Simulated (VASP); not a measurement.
A run of VASP 6.6.1 is set up as follows.

Contents of POSCAR:

```
GaN
1.0
    6.3778600000      0.0000000000      0.0000000000
   -1.5944650000      2.7616950000      0.0000000000
    0.0000000000      0.0000000000      5.1923570000
Ga N
4 4
Direct
    0.3479980000      0.3250190000      0.5021260000
    0.1675850000      0.6771430000      0.9882830000
    0.8276470000      0.3386260000      0.4948660000
    0.6466110000      0.6816020000      0.9960650000
    0.3307320000      0.3239070000      0.8676370000
    0.1613740000      0.6602390000      0.3737070000
    0.8286710000      0.3367000000      0.8776870000
    0.6669980000      0.6559490000      0.3773920000
```

The input INCAR.step1:

```
SYSTEM = GaN
ALGO     = Normal         ! electronic algorithm
EDIFF    = 1E-5           ! SCF threshold, eV
ENCUT    = 520            ! plane-wave cutoff, eV
GGA      = PE             ! functional
GGA_COMPAT= .FALSE.      
ISIF     = 2              ! what is computed and relaxed
ISMEAR   = 0              ! smearing method
LASPH    = .TRUE.         ! aspherical terms in the spheres
LCHARG   = .FALSE.        ! write CHGCAR
LREAL    = .FALSE.        ! projectors in reciprocal space
LWAVE    = .TRUE.         ! write WAVECAR
NBANDS   = 46             ! bands
NELM     = 120            ! most SCF steps
PREC     = Accurate       ! precision mode
SIGMA    = 0.01           ! smearing width, eV
```

INCAR.step2

```
SYSTEM = GaN
ALGO     = Normal         ! electronic algorithm
EDIFF    = 1E-6           ! SCF threshold, eV
ENCUT    = 520            ! plane-wave cutoff, eV
GGA      = PE             ! functional
GGA_COMPAT= .FALSE.      
HFSCREEN = 0.2079         ! screening, 1/A
ISIF     = 2              ! what is computed and relaxed
ISMEAR   = 0              ! smearing method
ISTART   = 1            
LASPH    = .TRUE.         ! aspherical terms in the spheres
LCHARG   = .FALSE.        ! write CHGCAR
LHFCALC  = .TRUE.         ! exact exchange
LREAL    = .FALSE.        ! projectors in reciprocal space
LWAVE    = .FALSE.        ! write WAVECAR
NBANDS   = 46             ! bands
NELM     = 120            ! most SCF steps
PREC     = Accurate       ! precision mode
PRECFOCK = Normal       
SIGMA    = 0.01           ! smearing width, eV
```

Contents of KPOINTS:

```
k-points
0
G
  1 1 1
  0 0 0
```

Potentials or basis: VASP PAW PBE potentials, release 64 (Ga_d, N).

Command:

```bash
$ cat potpaw_PBE.64/Ga_d/POTCAR potpaw_PBE.64/N/POTCAR > POTCAR
$ cp INCAR.step1 INCAR
$ mpirun -np 1 vasp_gam > vasp.out
$ cp INCAR.step2 INCAR
$ mpirun -np 1 vasp_gam > vasp.out
```

Question: What does it give for the pressure?

Answer: 6.8 GPa.

Question: What does it give for the largest force?

Answer: 2.962 eV/Å.

Stress tensor (GPa, compression positive):
```
 15.19   1.75   0.66
  1.75  16.19  -1.48
  0.66  -1.48 -10.97
```

Caveat: the k points lie up to 1.97 Å⁻¹ apart; the PAW data sets were made with another functional, which shifts forces and pressure a little.
